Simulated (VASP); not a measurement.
Here is a VASP 6.6.1 calculation.

Contents of INCAR:

```
PREC = Accurate
ENCUT = 520
EDIFF = 1E-6
ISMEAR = 0
SIGMA = 0.1
LREAL = F
LASPH = T
NELM = 100
ALGO = Normal
ISIF = 2
LWAVE = F
LCHARG = F
LDIPOL = T
IDIPOL = 3
DIPOL = 0.5 0.5 0.305
GGA = PE
IVDW = 12
NBANDS = 70
```

File KPOINTS:

```
regular mesh
0
Gamma
  5 7 1
```

POSCAR

```
HRh8
1.0
    5.3650160441      0.0000000000      0.0000000000
    0.0000000000      3.7936392259      0.0000000000
    0.0000000000      0.0000000000     21.2400770646
Rh H
8 1
Direct
    0.2500000000      0.5000000000      0.1883232338
    0.7500000000      0.5000000000      0.1883232338
    0.0000000000      0.0000000000      0.2514705570
    0.5000000000      0.0000000000      0.2514705570
    0.2500000000      0.5000000000      0.3153506346
    0.7500000000      0.5000000000      0.3153506346
    0.0000000000      0.0000000000      0.3738252475
    0.5000000000      0.0000000000      0.3738252475
    0.1666666667      0.1250000000      0.4915272686
```

Potentials or basis: VASP PAW PBE potentials, release 64 (Rh_pv, H).

Run with:

```bash
$ cat potpaw_PBE.64/Rh_pv/POTCAR potpaw_PBE.64/H/POTCAR > POTCAR
$ mpirun -np 1 vasp_std > vasp.out
```

Question: Predict the largest force.

Answer: 1.684 eV/Å.

Question: Estimate the band gap on the k mesh.

Answer: Zero (an odd number of electrons rules out a gap without spin polarisation).

Forces on the atoms (eV/Å):
```
Rh  -0.019  0.001  0.648
Rh   0.018  0.023  0.661
Rh  -0.057 -0.020 -0.668
Rh   0.054 -0.008 -0.494
Rh  -0.050  0.008 -0.178
Rh   0.027  0.060 -0.143
Rh   0.526  0.197  1.338
Rh  -0.288  0.025  0.484
H   -0.210 -0.286 -1.647
```
